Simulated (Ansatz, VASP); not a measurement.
## One calculation of Na2Sb, two programs

```
CELL_PARAMETERS angstrom
-3.55954 3.55954 2.96893
3.55954 -3.55954 2.96893
3.55954 3.55954 -2.96893
ATOMIC_POSITIONS crystal
Na 0.71960 0.49518 0.77558
Na 0.71960 0.94402 0.22442
Na 0.69402 0.96960 0.72442
Na 0.24518 0.96960 0.27558
Sb 0.12500 0.62500 0.50000
Sb 0.37500 0.37500 0.00000
```

Alike in both runs: task relaxation of cell and atoms; functional PBE; k mesh 4 × 4 × 4; occupations gaussian, width 0.1 eV; no spin polarisation.

|  | VASP | Ansatz |
| --- | --- | --- |
| version | VASP 6.6.1 | Ansatz 0.2.0 |
| potentials or method | VASP PAW PBE potentials, release 64 (Na_pv, Sb), cutoff 600 eV | scalar-relativistic, plane waves, PAW |
| valence electrons in the cell | 38 | 66 |

Ansatz gave:

| Property | Result |
| --- | --- |
| gap on the k mesh at the Fermi level, each at its own relaxed structure (eV) | none |
| relaxed volume (Å³/atom) | 35.67 |
| relaxed length of the cell vector where the two differ most in proportion (Å) | 6.913 |

Q: What did VASP give for the same quantities?

A: gap on the k mesh at the Fermi level, each at its own relaxed structure (eV): none; relaxed volume (Å³/atom): 35.70; relaxed length of the cell vector where the two differ most in proportion (Å): 7.808.

A gap of «none» marks a metal or a gap that the smearing closes. One of these differences is far larger than is usual between the two programs; its cause wasn't traced. VASP's potentials hold 38 valence electrons a cell and Ansatz's 66, so a difference there can come from the potentials and not from the codes.

Spin-orbit coupling is off throughout. Noted on VASP's run: the volume moved by over 15 % at a fixed basis, so the end points are rough.
